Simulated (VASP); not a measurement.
# Zr (P6_3/mmc) in VASP: single point with r2SCAN

Aim: the single point of Zr with r2SCAN.

All numbers are computed with VASP 6.6.1; they aren't measurements. Logs are shortened: lines on timing, memory, paths and dates and some standing lists are left out, and cuts for length are marked.

### 1 The cell of the first run

The structure is hexagonal, space group P6_3/mmc (No. 194). Conventional cell: a = 3.232 Å, b = 3.232 Å, c = 5.147 Å, α = 90.00°, β = 90.00°, γ = 120.00°. Zr (site symmetry -6m2) has 12 Zr at 3.18 to 3.23 Å within 4.2 Å.

### 2 Single point, r2SCAN

POSCAR reads:

```
Zr
1.0
    3.2320000000      0.0000000000      0.0000000000
   -1.6160000000      2.7989940000      0.0000000000
    0.0000000000      0.0000000000      5.1470000000
Zr
2
Direct
    0.3333333333      0.6666666667      0.2500000000
    0.6666666667      0.3333333333      0.7500000000
```

INCAR.step1 reads:

```
  PREC = Accurate
  ENCUT = 520
  ISMEAR = 0
  SIGMA = 0.1
  LREAL = F
  LASPH = T
  NELM = 80
  NBANDS = 19
  GGA = PE
  ALGO = Normal
  EDIFF = 1E-4
  LWAVE = T
  LCHARG = F
```

INCAR.step2 reads:

```
  PREC = Accurate
  ENCUT = 520
  EDIFF = 1E-6
  ISMEAR = 0
  SIGMA = 0.1
  LREAL = F
  LASPH = T
  NELM = 80
  ALGO = Normal
  ISIF = 2
  LWAVE = F
  LCHARG = T
  METAGGA = R2SCAN
  LMIXTAU = T
  LELF = T
  LVHAR = T
  NBANDS = 19
  ISTART = 1
```

KPOINTS reads:

```
regular mesh
0
Gamma
  15 15 9
```

Potentials or basis: VASP PAW PBE potentials, release 64 (Zr_sv).

Started as:

```bash
> cat potpaw_PBE.64/Zr_sv/POTCAR > POTCAR
> cp INCAR.step1 INCAR
> mpirun -np 1 vasp_std > vasp.out
> cp INCAR.step2 INCAR
> mpirun -np 1 vasp_std > vasp.out
```

OUTCAR:

```text
PREC = Accurate
   ENCUT = 520
   EDIFF = 1E-6
   ISMEAR = 0
   LREAL = F
   LASPH = T
   NELM = 80
   ISIF = 2
   METAGGA = R2SCAN
   ISTART = 1

 ion  position               nearest neighbor table
   1  0.333  0.667  0.250-   2 3.18   2 3.18   2 3.18   2 3.18   2 3.18   2 3.18
   2  0.667  0.333  0.750-   1 3.18   1 3.18   1 3.18   1 3.18   1 3.18   1 3.18

  LATTYP: Found a hexagonal cell.
 ALAT       =     3.2320000000
 C/A-ratio  =     1.5925123762

  Lattice vectors:

 A1 = (   3.2320000000,   0.0000000000,   0.0000000000)
 A2 = (  -1.6160000000,   2.7989940000,   0.0000000000)
 A3 = (   0.0000000000,   0.0000000000,   5.1470000000)

Analysis of symmetry for initial positions (statically):
=====================================================================
 Subroutine PRICEL returns:
 Original cell was already a primitive cell.

 Routine SETGRP: Setting up the symmetry group for a
 hexagonal supercell.

 Subroutine GETGRP returns: Found 24 space group operations
 (whereof 12 operations were pure point group operations)
 out of a pool of 24 trial point group operations.

The static configuration has the point symmetry D_3d.
 The point group associated with its full space group is D_6h.

Analysis of symmetry for dynamics (positions and initial velocities):
=====================================================================
 Subroutine PRICEL returns:
 Original cell was already a primitive cell.

 Routine SETGRP: Setting up the symmetry group for a
 hexagonal supercell.

 Subroutine GETGRP returns: Found 24 space group operations
 (whereof 12 operations were pure point group operations)
 out of a pool of 24 trial point group operations.

The dynamic configuration has the point symmetry D_3d.
 The point group associated with its full space group is D_6h.

 Subroutine INISYM returns: Found 24 space group operations
 (whereof 12 operations are pure point group operations),
 and found     1 'primitive' translations

----------------------------------------------------------------------------------------

                                     Primitive cell

  volume of cell :      46.5616

  direct lattice vectors                    reciprocal lattice vectors
     3.232000000  0.000000000  0.000000000     0.309405941  0.178635610  0.000000000
    -1.616000000  2.798994000  0.000000000     0.000000000  0.357271220  0.000000000
     0.000000000  0.000000000  5.147000000     0.000000000  0.000000000  0.194287935

  length of vectors
     3.232000000  3.231999909  5.147000000     0.357271210  0.357271220  0.194287935

  position of ions in fractional coordinates (direct lattice)
     0.333333333  0.666666667  0.250000000
     0.666666667  0.333333333  0.750000000

  ion indices of the primitive-cell ions
   primitive index   ion index
                 1           1
                 2           2

----------------------------------------------------------------------------------------

 KPOINTS: regular mesh

Automatic generation of k-mesh.
 Grid dimensions read from file:
 generate k-points for:   15   15    9

 Generating k-lattice:

  Cartesian coordinates                     Fractional coordinates (reciprocal lattice)
     0.020627063  0.011909041  0.000000000     0.066666667  0.000000000  0.000000000
     0.000000000  0.023818081  0.000000000     0.000000000  0.066666667  0.000000000
     0.000000000  0.000000000  0.021587548     0.000000000  0.000000000  0.111111111

  Length of vectors
     0.023818081  0.023818081  0.021587548

  Shift w.r.t. Gamma in fractional coordinates (k-lattice)
     0.000000000  0.000000000  0.000000000

 Subroutine IBZKPT returns following result:
 ===========================================

 Found    135 irreducible k-points:

 Following reciprocal coordinates:
            Coordinates               Weight
  0.000000  0.000000  0.000000      1.000000
  0.066667  0.000000  0.000000      6.000000
  0.133333  0.000000  0.000000      6.000000
  0.200000  0.000000  0.000000      6.000000
  0.266667  0.000000  0.000000      6.000000
  0.333333  0.000000  0.000000      6.000000
[... 16 lines left out ...]
  0.333333  0.200000  0.000000     12.000000
  0.400000  0.200000  0.000000      6.000000
 [... further k-points ...]
   k-points           NKPTS =    135   k-points in BZ     NKDIM =    135   number of bands    NBANDS=     19
   number of dos      NEDOS =    301   number of ions     NIONS =      2
   total plane-waves  NPLWV =  23040
   dimension x,y,z NGX =    24 NGY =   24 NGZ =   40
   dimension x,y,z NGXF=    48 NGYF=   48 NGZF=   80
   ions per type =               2
   NGX,Y,Z   is equivalent  to a cutoff of  12.34, 12.34, 12.92 a.u.
   NGXF,Y,Z  is equivalent  to a cutoff of  24.69, 24.69, 25.84 a.u.
 SYSTEM =  unknown system
   PREC   = accura    normal or accurate (medium, high low for compatibility)
   ISTART =      1    job   : 0-new  1-cont  2-samecut
   ICHARG =      0    charge: 1-file 2-atom 10-const
   ISPIN  =      1    spin polarized calculation?
   LNONCOLLINEAR =      F non collinear calculations
   LSORBIT =      F    spin-orbit coupling
   LASPH  =      T    aspherical Exc in radial PAW
   ENCUT  =  520.0 eV  38.22 Ry    6.18 a.u.   6.01  6.01  9.57*2*pi/ulx,y,z
   NELM   =     80;   NELMIN=  2; NELMDL=  0     # of ELM steps
   EDIFF  = 0.1E-05   stopping-criterion for ELM
   LREAL  =      F    real-space projection
   EDIFFG = 0.1E-04   stopping-criterion for IOM
   NSW    =      0    number of steps for IOM
   IBRION =     -1    ionic relax: 0-MD 1-quasi-New 2-CG
   NFREE  =      0    steps in history (QN), initial steepest desc. (CG)
   ISIF   =      2    stress and relaxation
   ISYM   =      2    0-nonsym 1-usesym 2-fastsym
   POTIM  = 0.5000    time-step for ionic-motion
   TEBEG  =    0.0;   TEEND  =   0.0 temperature during run
   PSTRESS=    0.0 pullay stress
   NELECT =      24.0000    total number of electrons
   NUPDOWN=      -1.0000    fix difference up-down
   EMIN   =  10.00;   EMAX   =-10.00  energy-range for DOS
   EFERMI =   0.00;   METHOD = LEGACY
   ISMEAR =     0;   SIGMA  =   0.10  broadening in eV -4-tet -1-fermi 0-gaus
   EFERMI_NEDOS =   21; number of points for ismear=-14 and -15
   IALGO  =     38    algorithm
   IMIX   =      4    mixing-type and parameters
     AMIX     =   0.40;   BMIX     =  1.00
     AMIX_MAG =   1.60;   BMIX_MAG =  1.00
  volume/ion in A,a.u.               =      23.28       157.11
  Fermi-wavevector in a.u.,A,eV,Ry     =   1.312611  2.480475 23.442130  1.722948
  Thomas-Fermi vector in A             =   2.442991
   LORBIT       =      0    0 simple, 1 ext, 2 COOP (PROOUT), +10 PAW based schemes
   METAGGA = R2SCAN    functional components
   LHFCALC =     F    Hartree Fock is set to
   AEXX    =    0.0000 exact exchange contribution
   IVDW    =     0    specifies the selected vdW correction
   LEPSILON=     F    determine dielectric tensor
   LRPA    =     F    only Hartree local field effects (RPA)
 non-spin polarized calculation
 Gauss-broadening in eV      SIGMA  =   0.10
  energy-cutoff  :      520.00
  volume of cell :       46.56
 maximum number of plane-waves:      1284
   NGX = 13   NGY = 13   NGZ = 19

 number of electron      24.0000000 magnetization

 Free energy of the ion-electron system (eV)
  ---------------------------------------------------
  ext. energy  EPLUGINS =         0.00000000
  ---------------------------------------------------
  free energy    TOTEN  =       -45.50651596 eV

  energy without entropy =      -45.50101945  energy(sigma->0) =      -45.50376771

 E-fermi :   9.0513     XC(G=0): -11.9496

 val. band max:        9.0477100745   @ k =   0.2667   0.2667   0.4444
 cond. band min:       9.0668307883   @ k =   0.2000   0.2000   0.4444
 fundamental gap:      0.0191207138
 Fermi energy:         9.0512963892

 k-point     1 :       0.0000    0.0000    0.0000
  band No.  band energies     occupation
      1     -41.5128      2.00000
      2     -41.3459      2.00000
      3     -19.3755      2.00000
      4     -18.4516      2.00000
      5     -18.4516      2.00000
      6     -18.3161      2.00000
[... 11 lines left out ...]
     18      11.4330      0.00000
     19      13.7600      0.00000

 k-point     2 :       0.0667    0.0000    0.0000
  band No.  band energies     occupation
      1     -41.5073      2.00000
      2     -41.3436      2.00000
      3     -19.3610      2.00000
      4     -18.4836      2.00000
      5     -18.4622      2.00000
      6     -18.3398      2.00000
[... 11 lines left out ...]
     18      11.3135      0.00000
     19      13.8487      0.00000

 k-point     3 :       0.1333    0.0000    0.0000
  band No.  band energies     occupation
      1     -41.4916      2.00000
      2     -41.3374      2.00000
      3     -19.3189      2.00000
      4     -18.5739      2.00000
      5     -18.4911      2.00000
      6     -18.4319      2.00000
[... 11 lines left out ...]
     18      11.2097      0.00000
     19      14.0514      0.00000

 k-point     4 :       0.2000    0.0000    0.0000
  band No.  band energies     occupation
      1     -41.4678      2.00000
      2     -41.3287      2.00000
      3     -19.2528      2.00000
      4     -18.7071      2.00000
      5     -18.5630      2.00000
      6     -18.5320      2.00000
[... 11 lines left out ...]
     18      11.7373      0.00000
     19      14.2682      0.00000

 k-point     5 :       0.2667    0.0000    0.0000
  band No.  band energies     occupation
      1     -41.4391      2.00000
      2     -41.3198      2.00000
      3     -19.1689      2.00000
      4     -18.8598      2.00000
      5     -18.7076      2.00000
      6     -18.5772      2.00000
[... 11 lines left out ...]
     18      12.4214      0.00000
     19      14.4439      0.00000
[... 334 lines left out ...]
      2     -41.3120      2.00000
      3     -19.0519      2.00000
      4     -18.9264      2.00000
      5     -18.9036      2.00000
      6     -18.6307      2.00000
[... 11 lines left out ...]
     18      13.9383      0.00000
     19      14.2645      0.00000

 k-point    22 :       0.2667    0.2000    0.0000
  band No.  band energies     occupation
      1     -41.3772      2.00000
      2     -41.3103      2.00000
      3     -19.0218      2.00000
      4     -18.9640      2.00000
      5     -18.9369      2.00000
      6     -18.7036      2.00000
[... 11 lines left out ...]
     18      14.2394      0.00000
     19      14.8241      0.00000

 k-point    23 :       0.3333    0.2000    0.0000
  band No.  band energies     occupation
      1     -41.3571      2.00000
      2     -41.3122      2.00000
      3     -19.0865      2.00000
      4     -18.9405      2.00000
      5     -18.8840      2.00000
      6     -18.7732      2.00000
[... 11 lines left out ...]
     18      14.2203      0.00000
     19      15.5339      0.00000

 k-point    24 :       0.4000    0.2000    0.0000
  band No.  band energies     occupation
      1     -41.3484      2.00000
      2     -41.3146      2.00000
      3     -19.1090      2.00000
      4     -18.9343      2.00000
      5     -18.8452      2.00000
      6     -18.8058      2.00000
[... 11 lines left out ...]
     18      14.2129      0.00000
     19      15.7616      0.00000

 [... further k-points ...]

------------------------ aborting loop because EDIFF is reached ----------------------------------------

  FORCE on cell =-STRESS in cart. coord.  units (eV):
  Direction    XX          YY          ZZ          XY          YZ          ZX
  --------------------------------------------------------------------------------------
  -------------------------------------------------------------------------------------
  Total        0.2860013      0.2860013      0.1662705      0.0000000      0.0000000     -0.0000000
  in kB        9.8412706      9.8412698      5.7213487      0.0000000      0.0000000     -0.0000000
  external PRESSURE =       8.4679630 kB  Pullay stress =       0.0000000 kB

 VOLUME and BASIS-vectors are now :
 -----------------------------------------------------------------------------
  energy-cutoff  :      520.00
  volume of cell :       46.56
      direct lattice vectors                 reciprocal lattice vectors
     3.232000000  0.000000000  0.000000000     0.309405941  0.178635610  0.000000000
    -1.616000000  2.798994000  0.000000000     0.000000000  0.357271220  0.000000000
     0.000000000  0.000000000  5.147000000     0.000000000  0.000000000  0.194287935

 POSITION                                       TOTAL-FORCE (eV/Angst)
 -----------------------------------------------------------------------------------
     -0.00000      1.86600      1.28675        -0.000000     -0.000000      0.000000
      1.61600      0.93300      3.86025         0.000000      0.000000      0.000000
 -----------------------------------------------------------------------------------
    total drift:                               -0.000000      0.000000     -0.000000

  FREE ENERGIE OF THE ION-ELECTRON SYSTEM (eV)
  ---------------------------------------------------
  free  energy   TOTEN  =       -45.5065159628 eV

  energy  without entropy=      -45.5010194522  energy(sigma->0) =      -45.50376771
```

It took 1.9 min on 1 thread of Intel Xeon 6975P-C (Granite Rapids), shared host; peak memory 0.23 GiB.

Results:

| Property | Result |
| --- | --- |
| Free energy | -45.5065 eV |
| Pressure | 0.8 GPa |
| Band gap on the k mesh | zero (bands 12 and 13 overlap by 1.29 eV) |

Stress tensor (GPa, compression positive):
```
0.98 0.00 0.00
0.00 0.98 0.00
0.00 0.00 0.57
```

Levels at points of the mesh, in eV from the Fermi level:
```tsv
k point	band 10	band 11	band 12	band 13	band 14	band 15
(0.00, 0.00, 0.00)	-3.21	0.97	0.97	1.02	1.13	1.72
```

Caveat: the PAW data sets were made with another functional, which shifts forces and pressure a little.
